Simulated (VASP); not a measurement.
PbS:

```xyz
4
Lattice="4.3726 0.0000 0.0000 -2.1863 3.7868 0.0000 0.0000 0.0000 5.2628" Properties=species:S:1:pos:R:3 pbc="T T T"
Pb    0.0000    2.5245    1.3157
Pb    2.1863    1.2623    3.9471
S     2.1863    1.2623    1.3157
S     0.0000    2.5245    3.9471
```

| Quantity | Value |
| --- | --- |
| Program | VASP 6.6.1 |
| Task | relaxation of cell and atoms |
| Functional | PBE |
| Potentials or basis | VASP PAW PBE potentials, release 64 (Pb_d, S) |
| Cutoff | 600 eV |
| k mesh | 6 × 6 × 4 |
| Occupations | gaussian, width 0.1 eV |
| Spin | no spin polarisation |

At the start: pressure 39.6 GPa; volume 21.79 Å³/atom.

Problem. Where does the relaxation end?

Solution. Over 5 steps the energy falls by 986.0 meV/atom and the volume is 32.97 Å³/atom (+51.4 %); space group P6_3/mmc (No. 194, to 0.05 Å).

Step by step:
```tsv
step	energy change (eV)	largest force (eV/Å)	pressure (GPa)	volume (Å³)
1	0.0000	0.0000	39.61	87.14
2	-2.8784	0.0000	-6.30	174.22
3	-3.9394	0.0000	0.06	131.78
4	-3.9387	0.0000	-0.25	132.80
5	-3.9439	0.0000	0.02	131.89
```

Final structure:
```
Pb S
1.0
     5.01755    0.00000    0.00000
    -2.50878    4.34533    0.00000
     0.00000    0.00000    6.04930
Pb S
2 2
Direct
  0.33333 0.66667 0.25000
  0.66667 0.33333 0.75000
  0.66667 0.33333 0.25000
  0.33333 0.66667 0.75000
```

Caveat: the volume moved by over 15 % at a fixed basis, so the end points are rough.
